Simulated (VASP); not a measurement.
# GaSb3 (P4/mmm) in VASP: a series of runs

GaSb3 is run at these levels: PBE; tasks: single point.

Everything below comes from runs of VASP 6.6.1. Logs are shortened: lines on timing, memory, paths and dates and some standing lists are left out, and cuts for length are marked.

## Step 1: The cell of the first run

The structure is tetragonal, space group P4/mmm (No. 123). The conventional cell has a = 4.258 Å, b = 4.258 Å, c = 6.081 Å, α = 90.00°, β = 90.00°, γ = 90.00°. Within 4.0 Å of Sb (site symmetry 4/mmm) lie 4 Sb at 3.01 Å and 2 Ga at 3.04 Å. Within 4.0 Å of Sb (site symmetry 4/mmm) lie 6 Sb at 3.01 to 3.04 Å. Within 4.0 Å of Sb (site symmetry 4/mmm) lie 4 Ga at 3.01 Å and 2 Sb at 3.04 Å. Ga (site symmetry 4/mmm) has 6 Sb at 3.01 to 3.04 Å within 4.0 Å.

## Step 2: Single point, PBE

INCAR

```
SYSTEM = GaSb3
ALGO = Fast
EDIFF = 1E-7
ENCUT = 520
GGA = PE
ISIF = 2
ISMEAR = 0
LASPH = .True.
LCHARG = .True.
LELF = .True.
LREAL = .False.
LVHAR = .True.
LWAVE = .False.
NBANDS = 38
NELM = 80
PREC = Accurate
SIGMA = 0.1
```

KPOINTS

```
k-points
0
Gamma
  6 6 6
  0 0 0
```

POSCAR

```
GaSb3
1.0
   -6.0809268415      0.0000000000      0.0000000000
    0.0000000000      0.0000000000      6.0216952600
    0.0000000000      6.0216952600      0.0000000000
Sb Ga
6 2
Direct
    0.5000000000      0.0000000000      0.0000000000
    0.5000000000      0.5000000000      0.0000000000
    0.5000000000      0.0000000000      0.5000000000
    0.5000000000      0.5000000000      0.5000000000
    0.0000000000      0.5000000000      0.0000000000
    0.0000000000      0.0000000000      0.5000000000
    0.0000000000      0.0000000000      0.0000000000
    0.0000000000      0.5000000000      0.5000000000
```

Potentials or basis: VASP PAW PBE potentials, release 64 (Sb, Ga_d).

Command:

```
$ cat potpaw_PBE.64/Sb/POTCAR potpaw_PBE.64/Ga_d/POTCAR > POTCAR
$ mpirun -np 1 vasp_std > vasp.out
```

OUTCAR:

```text
SYSTEM = GaSb3
   EDIFF = 1E-7
   ENCUT = 520
   GGA = PE
   ISIF = 2
   ISMEAR = 0
   LASPH = .True.
   LREAL = .False.
   NELM = 80
   PREC = Accurate

 ion  position               nearest neighbor table
   1  0.500  0.000  0.000-   2 3.01   3 3.01   3 3.01   2 3.01   7 3.04   7 3.04
   2  0.500  0.500  0.000-   1 3.01   4 3.01   4 3.01   1 3.01   5 3.04   5 3.04
   3  0.500  0.000  0.500-   1 3.01   4 3.01   1 3.01   4 3.01   6 3.04   6 3.04
   4  0.500  0.500  0.500-   2 3.01   3 3.01   2 3.01   3 3.01   8 3.04   8 3.04
   5  0.000  0.500  0.000-   7 3.01   8 3.01   8 3.01   7 3.01   2 3.04   2 3.04
   6  0.000  0.000  0.500-   7 3.01   8 3.01   7 3.01   8 3.01   3 3.04   3 3.04
   7  0.000  0.000  0.000-   5 3.01   6 3.01   6 3.01   5 3.01   1 3.04   1 3.04
   8  0.000  0.500  0.500-   5 3.01   6 3.01   5 3.01   6 3.01   4 3.04   4 3.04

  LATTYP: Found a simple tetragonal cell.
 ALAT       =     6.0216952600
 C/A-ratio  =     1.0098363632

  Lattice vectors:

 A1 = (   0.0000000000,   0.0000000000,   6.0216952600)
 A2 = (   0.0000000000,   6.0216952600,   0.0000000000)
 A3 = (  -6.0809268415,   0.0000000000,   0.0000000000)

Analysis of symmetry for initial positions (statically):
=====================================================================
 Subroutine PRICEL returns following result:

  LATTYP: Found a simple tetragonal cell.
 ALAT       =     4.2579815526
 C/A-ratio  =     1.4281242806

  Lattice vectors:

 A1 = (   0.0000000000,  -3.0108476300,   3.0108476300)
 A2 = (   0.0000000000,   3.0108476300,   3.0108476300)
 A3 = (  -6.0809268415,   0.0000000000,   0.0000000000)

   2 primitive cells build up your supercell.

 Routine SETGRP: Setting up the symmetry group for a
 simple tetragonal supercell.

 Subroutine GETGRP returns: Found 16 space group operations
 (whereof 16 operations were pure point group operations)
 out of a pool of 16 trial point group operations.

The static configuration has the point symmetry D_4h.

Analysis of symmetry for dynamics (positions and initial velocities):
=====================================================================
 Subroutine PRICEL returns following result:

  LATTYP: Found a simple tetragonal cell.
 ALAT       =     4.2579815526
 C/A-ratio  =     1.4281242806

  Lattice vectors:

 A1 = (   0.0000000000,  -3.0108476300,   3.0108476300)
 A2 = (   0.0000000000,   3.0108476300,   3.0108476300)
 A3 = (  -6.0809268415,   0.0000000000,   0.0000000000)

   2 primitive cells build up your supercell.

 Routine SETGRP: Setting up the symmetry group for a
 simple tetragonal supercell.

 Subroutine GETGRP returns: Found 16 space group operations
 (whereof 16 operations were pure point group operations)
 out of a pool of 16 trial point group operations.

The dynamic configuration has the point symmetry D_4h.

 Subroutine INISYM returns: Found 16 space group operations
 (whereof 16 operations are pure point group operations),
 and found     2 'primitive' translations

----------------------------------------------------------------------------------------

                                     Primitive cell

  volume of cell :     110.2497

  direct lattice vectors                    reciprocal lattice vectors
     0.000000000 -3.010847630  3.010847630     0.000000000 -0.166066192  0.166066192
     0.000000000  3.010847630  3.010847630     0.000000000  0.166066192  0.166066192
    -6.080926842  0.000000000  0.000000000    -0.164448615  0.000000000  0.000000000

  length of vectors
     4.257981553  4.257981553  6.080926842     0.234853061  0.234853061  0.164448615

  position of ions in fractional coordinates (direct lattice)
     0.000000000  0.000000000  0.500000000
     0.500000000  0.500000000  0.500000000
     0.500000000  0.500000000  0.000000000
     0.000000000  0.000000000  0.000000000

  ion indices of the primitive-cell ions
   primitive index   ion index
                 1           1
                 2           2
                 3           5
                 4           7

----------------------------------------------------------------------------------------

 KPOINTS: k-points

Automatic generation of k-mesh.
 Grid dimensions read from file:
 generate k-points for:    6    6    6

 Generating k-lattice:

  Cartesian coordinates                     Fractional coordinates (reciprocal lattice)
    -0.027408103  0.000000000  0.000000000     0.166666667  0.000000000  0.000000000
     0.000000000  0.000000000  0.027677699     0.000000000  0.166666667  0.000000000
     0.000000000  0.027677699  0.000000000     0.000000000  0.000000000  0.166666667

  Length of vectors
     0.027408103  0.027677699  0.027677699

  Shift w.r.t. Gamma in fractional coordinates (k-lattice)
     0.000000000  0.000000000  0.000000000

 Subroutine IBZKPT returns following result:
 ===========================================

 Found     40 irreducible k-points:

 Following reciprocal coordinates:
            Coordinates               Weight
  0.000000  0.000000  0.000000      1.000000
  0.166667  0.000000  0.000000      2.000000
  0.333333  0.000000  0.000000      2.000000
  0.500000  0.000000  0.000000      1.000000
  0.000000  0.166667  0.000000      4.000000
  0.166667  0.166667  0.000000      8.000000
[... 16 lines left out ...]
  0.333333  0.333333  0.166667     16.000000
  0.500000  0.333333  0.166667      8.000000
 [... further k-points ...]
   k-points           NKPTS =     40   k-points in BZ     NKDIM =     40   number of bands    NBANDS=     38
   number of dos      NEDOS =    301   number of ions     NIONS =      8
   total plane-waves  NPLWV = 110592
   dimension x,y,z NGX =    48 NGY =   48 NGZ =   48
   dimension x,y,z NGXF=    96 NGYF=   96 NGZF=   96
   ions per type =               6   2
   NGX,Y,Z   is equivalent  to a cutoff of  13.12, 13.25, 13.25 a.u.
   NGXF,Y,Z  is equivalent  to a cutoff of  26.25, 26.50, 26.50 a.u.
 SYSTEM =  GaSb3
   PREC   = accura    normal or accurate (medium, high low for compatibility)
   ISTART =      0    job   : 0-new  1-cont  2-samecut
   ICHARG =      2    charge: 1-file 2-atom 10-const
   ISPIN  =      1    spin polarized calculation?
   LNONCOLLINEAR =      F non collinear calculations
   LSORBIT =      F    spin-orbit coupling
   LASPH  =      T    aspherical Exc in radial PAW
   ENCUT  =  520.0 eV  38.22 Ry    6.18 a.u.  11.31 11.20 11.20*2*pi/ulx,y,z
   NELM   =     80;   NELMIN=  2; NELMDL= -5     # of ELM steps
   EDIFF  = 0.1E-06   stopping-criterion for ELM
   LREAL  =      F    real-space projection
   EDIFFG = 0.1E-05   stopping-criterion for IOM
   NSW    =      0    number of steps for IOM
   IBRION =     -1    ionic relax: 0-MD 1-quasi-New 2-CG
   NFREE  =      0    steps in history (QN), initial steepest desc. (CG)
   ISIF   =      2    stress and relaxation
   ISYM   =      2    0-nonsym 1-usesym 2-fastsym
   POTIM  = 0.5000    time-step for ionic-motion
   TEBEG  =    0.0;   TEEND  =   0.0 temperature during run
   PSTRESS=    0.0 pullay stress
   NELECT =      56.0000    total number of electrons
   NUPDOWN=      -1.0000    fix difference up-down
   EMIN   =  10.00;   EMAX   =-10.00  energy-range for DOS
   EFERMI =   0.00;   METHOD = LEGACY
   ISMEAR =     0;   SIGMA  =   0.10  broadening in eV -4-tet -1-fermi 0-gaus
   EFERMI_NEDOS =   21; number of points for ismear=-14 and -15
   IALGO  =     68    algorithm
   IMIX   =      4    mixing-type and parameters
     AMIX     =   0.40;   BMIX     =  1.00
     AMIX_MAG =   1.60;   BMIX_MAG =  1.00
  volume/ion in A,a.u.               =      27.56       186.00
  Fermi-wavevector in a.u.,A,eV,Ry     =   1.036737  1.959148 14.623850  1.074823
  Thomas-Fermi vector in A             =   2.171141
   LORBIT       =      0    0 simple, 1 ext, 2 COOP (PROOUT), +10 PAW based schemes
   GGA     = PE    functional components
   LHFCALC =     F    Hartree Fock is set to
   AEXX    =    0.0000 exact exchange contribution
   IVDW    =     0    specifies the selected vdW correction
   LEPSILON=     F    determine dielectric tensor
   LRPA    =     F    only Hartree local field effects (RPA)
 non-spin polarized calculation
 RMM-DIIS sequential band-by-band and
 Gauss-broadening in eV      SIGMA  =   0.10
  energy-cutoff  :      520.00
  volume of cell :      220.50
 maximum number of plane-waves:      5976
 NGX is ok and might be reduce to    48
   NGX = 23   NGY = 23   NGZ = 23

 number of electron      56.0000033 magnetization

 Free energy of the ion-electron system (eV)
  ---------------------------------------------------
  ext. energy  EPLUGINS =         0.00000000
  ---------------------------------------------------
  free energy    TOTEN  =       -30.08998219 eV

  energy without entropy =      -30.06709494  energy(sigma->0) =      -30.07853856

 E-fermi :   6.5273     XC(G=0):  -9.7851

 val. band max:        6.5245747038   @ k =   0.0000   0.5000   0.5000
 cond. band min:       6.5327417325   @ k =   0.5000   0.3333   0.1667
 fundamental gap:      0.0081670286
 Fermi energy:         6.5273375199

 k-point     1 :       0.0000    0.0000    0.0000
  band No.  band energies     occupation
      1      -8.1703      2.00000
      2      -8.1622      2.00000
      3      -8.1448      2.00000
      4      -8.1317      2.00000
      5      -8.1235      2.00000
      6      -8.1207      2.00000
[... 30 lines left out ...]
     37      12.0494      0.00000
     38      12.0826      0.00000

 k-point     2 :       0.1667    0.0000    0.0000
  band No.  band energies     occupation
      1      -8.1702      2.00000
      2      -8.1611      2.00000
      3      -8.1438      2.00000
      4      -8.1317      2.00000
      5      -8.1235      2.00000
      6      -8.1209      2.00000
[... 30 lines left out ...]
     37      11.2798      0.00000
     38      11.6447      0.00000
[... 859 lines left out ...]
     37      10.5926      0.00000
     38      11.3338      0.00000

 k-point    24 :       0.5000    0.3333    0.1667
  band No.  band energies     occupation
      1      -8.1560      2.00000
      2      -8.1522      2.00000
      3      -8.1447      2.00000
      4      -8.1393      2.00000
      5      -8.1221      2.00000
      6      -8.1206      2.00000
[... 30 lines left out ...]
     37      10.0657      0.00000
     38      10.3771      0.00000

 [... further k-points ...]

------------------------ aborting loop because EDIFF is reached ----------------------------------------

  FORCE on cell =-STRESS in cart. coord.  units (eV):
  Direction    XX          YY          ZZ          XY          YZ          ZX
  --------------------------------------------------------------------------------------
  -------------------------------------------------------------------------------------
  Total       -0.0381571      0.0246759      0.0246759     -0.0000000      0.0000000      0.0000000
  in kB       -0.2772546      0.1792983      0.1792983     -0.0000000      0.0000000      0.0000000
  external PRESSURE =       0.0271140 kB  Pullay stress =       0.0000000 kB

 VOLUME and BASIS-vectors are now :
 -----------------------------------------------------------------------------
  energy-cutoff  :      520.00
  volume of cell :      220.50
      direct lattice vectors                 reciprocal lattice vectors
    -6.080926842  0.000000000  0.000000000    -0.164448615  0.000000000  0.000000000
     0.000000000  0.000000000  6.021695260     0.000000000  0.000000000  0.166066192
     0.000000000  6.021695260  0.000000000     0.000000000  0.166066192  0.000000000

 POSITION                                       TOTAL-FORCE (eV/Angst)
 -----------------------------------------------------------------------------------
     -3.04046      0.00000      0.00000        -0.000000     -0.000000      0.000000
     -3.04046      0.00000      3.01085        -0.000000      0.000000     -0.000000
     -3.04046      3.01085      0.00000        -0.000000      0.000000     -0.000000
     -3.04046      3.01085      3.01085        -0.000000     -0.000000      0.000000
      0.00000      0.00000      3.01085        -0.000000     -0.000000      0.000000
      0.00000      3.01085      0.00000        -0.000000     -0.000000      0.000000
      0.00000      0.00000      0.00000         0.000000     -0.000000      0.000000
      0.00000      3.01085      3.01085         0.000000     -0.000000     -0.000000
 -----------------------------------------------------------------------------------
    total drift:                               -0.000000      0.000000      0.000000

  FREE ENERGIE OF THE ION-ELECTRON SYSTEM (eV)
  ---------------------------------------------------
  free  energy   TOTEN  =       -30.0899821863 eV

  energy  without entropy=      -30.0670949407  energy(sigma->0) =      -30.07853856
```

It took 5.2 min on 1 thread of Intel Xeon Platinum 8488C (Sapphire Rapids), shared host; peak memory 0.49 GiB.

What came out:

| Quantity | Value |
| --- | --- |
| Free energy | -30.0900 eV |
| Pressure | 0.0 GPa |
| Band gap on the k mesh | zero (bands 28 and 29 overlap by 1.05 eV) |

Caveat: spin-orbit coupling is left out, which moves the levels of the heavy elements.

## Step 3: Single point, PBE

This run uses another cell than the first one, of 28.09 Å³/atom.

INCAR

```
SYSTEM = GaSb3
PREC     = Accurate       ! precision mode
ENCUT    = 520            ! plane-wave cutoff, eV
EDIFF    = 1E-6           ! SCF threshold, eV
ISMEAR   = 0              ! smearing method
SIGMA    = 0.1            ! smearing width, eV
LREAL    = .FALSE.        ! projectors in reciprocal space
LASPH    = .TRUE.         ! aspherical terms in the spheres
NELM     = 60             ! most SCF steps
ALGO     = Fast           ! electronic algorithm
ISIF     = 2              ! what is computed and relaxed
LWAVE    = .FALSE.        ! write WAVECAR
LCHARG   = .FALSE.        ! write CHGCAR
GGA      = PE             ! functional
NBANDS   = 38             ! bands
```

KPOINTS

```
Automatic mesh
0
G
  6 6 6
  0 0 0
```

POSCAR

```
GaSb3
1.0
   -6.0836265760      0.0000000000      0.0000000000
    0.0000000000      0.0000000000      6.0716764581
    0.0000000000      6.0836265760      0.0000000000
Sb Ga
6 2
Direct
    0.5000000000      0.0000000000      0.0000000000
    0.5000000000      0.5000000000      0.0000000000
    0.0000000000      0.0000000000      0.0000000000
    0.0000000000      0.5000000000      0.0000000000
    0.0000000000      0.0000000000      0.5000000000
    0.0000000000      0.5000000000      0.5000000000
    0.5000000000      0.0000000000      0.5000000000
    0.5000000000      0.5000000000      0.5000000000
```

Potentials or basis: VASP PAW PBE potentials, release 64 (Sb, Ga_d).

Command:

```
$ cat potpaw_PBE.64/Sb/POTCAR potpaw_PBE.64/Ga_d/POTCAR > POTCAR
$ mpirun -np 1 vasp_std > vasp.out
```

Run time: 4.8 min. Hardware: 1 thread of Intel Xeon Platinum 8488C (Sapphire Rapids), shared host; peak memory 0.49 GiB.

Results (log left out):

| Quantity | Value |
| --- | --- |
| Free energy | -29.9579 eV |
| Pressure | 0.0 GPa |
| Band gap on the k mesh | zero (bands 28 and 29 overlap by 1.24 eV) |

Levels at points of the mesh, in eV from the Fermi level:
| k point | band 24 | band 25 | band 26 | band 27 | band 28 | band 29 | band 30 | band 31 | band 32 | band 33 |
| --- | --- | --- | --- | --- | --- | --- | --- | --- | --- | --- |
| (0.00, 0.00, 0.00) | -2.72 | -2.72 | -2.70 | -1.85 | -0.53 | -0.53 | 0.20 | 2.50 | 2.50 | 2.59 |
| (0.50, 0.00, 0.00) | -2.79 | -1.64 | -1.30 | -1.28 | -0.51 | 0.78 | 0.93 | 1.17 | 2.11 | 3.05 |
| (0.00, 0.50, 0.00) | -1.85 | -1.85 | -1.85 | -1.58 | -1.58 | 0.50 | 0.50 | 1.51 | 1.51 | 3.48 |
| (0.50, 0.50, 0.00) | -1.12 | -0.88 | -0.88 | -0.31 | -0.31 | -0.09 | -0.09 | 1.30 | 1.30 | 1.74 |
| (0.50, 0.00, 0.50) | -1.11 | -1.11 | -0.81 | -0.67 | 0.38 | 0.82 | 1.19 | 1.19 | 1.29 | 1.29 |
| (0.50, 0.50, 0.50) | -0.47 | -0.47 | -0.47 | 0.08 | 0.08 | 0.24 | 0.24 | 0.24 | 0.24 | 0.58 |

Caveat: spin-orbit coupling is left out, which moves the levels of the heavy elements.
